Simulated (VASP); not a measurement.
Wanted: the native input for a VASP 6.6.1 run.

- Task: single point
- Functional: PBE
- Potentials or basis: VASP PAW PBE potentials, release 64 (Pb_d, S)
- Cutoff: 520 eV
- k mesh: 4 × 6 × 4
- Occupations: fermi-dirac, width 0.02 eV
- Spin: no spin polarisation
- Dipole correction: no
- Further INCAR settings: ALGO = Normal; EDIFF = 1e-07; NBANDS = 50

The structure of PbS lies in POSCAR:

```
PbS
1.0
    8.3969063224      0.0000000000      0.0000000000
    0.0000000000      4.1985378630      0.0000000000
    0.0000000000      0.0000000000      5.9549034859
Pb S
4 4
Direct
    0.1248373440      0.7500000000      0.7501603134
    0.6248373440      0.7500000000      0.7498396866
    0.8751626560      0.2500000000      0.2498396866
    0.3751626560      0.2500000000      0.2501603134
    0.8753329468      0.2500000000      0.7502171910
    0.3753329468      0.2500000000      0.7497828090
    0.1246670532      0.7500000000      0.2497828090
    0.6246670532      0.7500000000      0.2502171910
```

The input as run:

INCAR

```
SYSTEM = PbS
PREC = Accurate ; ENCUT = 520
EDIFF = 1E-7 ; ISMEAR = -1
SIGMA = 0.02 ; LREAL = .False.
LASPH = .True. ; NELM = 60
ALGO = Normal ; ISIF = 2
LWAVE = .False. ; LCHARG = .False.
GGA = PE ; NBANDS = 50
```

KPOINTS

```
regular mesh
0
Gamma
  4 6 4
  0 0 0
```

Potentials or basis: VASP PAW PBE potentials, release 64 (Pb_d, S).

The run is started by

```sh
$ cat potpaw_PBE.64/Pb_d/POTCAR potpaw_PBE.64/S/POTCAR > POTCAR
$ mpirun -np 1 vasp_std > vasp.out
```

It gave:

```yaml
Pressure: 1.8 GPa
Largest_force: 0.004 eV/Å
Band_gap_on_the_k_mesh: 0.39 eV
```

Caveat: spin-orbit coupling is left out, which moves the levels of the heavy elements.

It took 7.1 min on 1 thread of AMD EPYC 7R43 64-Core Processor (Zen 3), on a shared host, peak memory 0.43 GiB.
